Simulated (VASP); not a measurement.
A run of VASP 6.6.1 is set up as follows.

The input INCAR:

```
SYSTEM = CdF2
ALGO = Normal
EDIFF = 1E-7
ENCUT = 520
GGA = PE
ISIF = 2
ISMEAR = 0
ISPIN = 2
LASPH = .TRUE.
LCHARG = .TRUE.
LELF = .TRUE.
LORBIT = 11
LREAL = .FALSE.
LVHAR = .TRUE.
LWAVE = .FALSE.
MAGMOM = 0 0 0
NBANDS = 24
NELM = 150
PREC = Accurate
SIGMA = 0.1
```

Contents of KPOINTS:

```
k-points
0
G
  6 6 6
  0 0 0
```

The input POSCAR:

```
CdF2
1.0
    0.0000000000      3.0065552666      3.0065552666
    3.0065552666      0.0000000000      3.0065552666
    3.0065552666      3.0065552666      0.0000000000
Cd F
1 2
Direct
    0.0000000000      0.0000000000      0.0000000000
    0.2500000000      0.2500000000      0.2500000000
    0.7500000000      0.7500000000      0.7500000000
```

Potentials or basis: VASP PAW PBE potentials, release 64 (Cd, F).

The run is started by

```bash
$ cat potpaw_PBE.64/Cd/POTCAR potpaw_PBE.64/F/POTCAR > POTCAR
$ mpirun -np 1 vasp_std > vasp.out
```

(1) Estimate the pressure.

(2) Estimate the band gap on the k mesh.

(3) Estimate the net moment.

Answers

(1) -13.3 GPa.

(2) 1.96 eV, indirect (least direct gap 2.37 eV).

(3) 0.00 μB per cell.
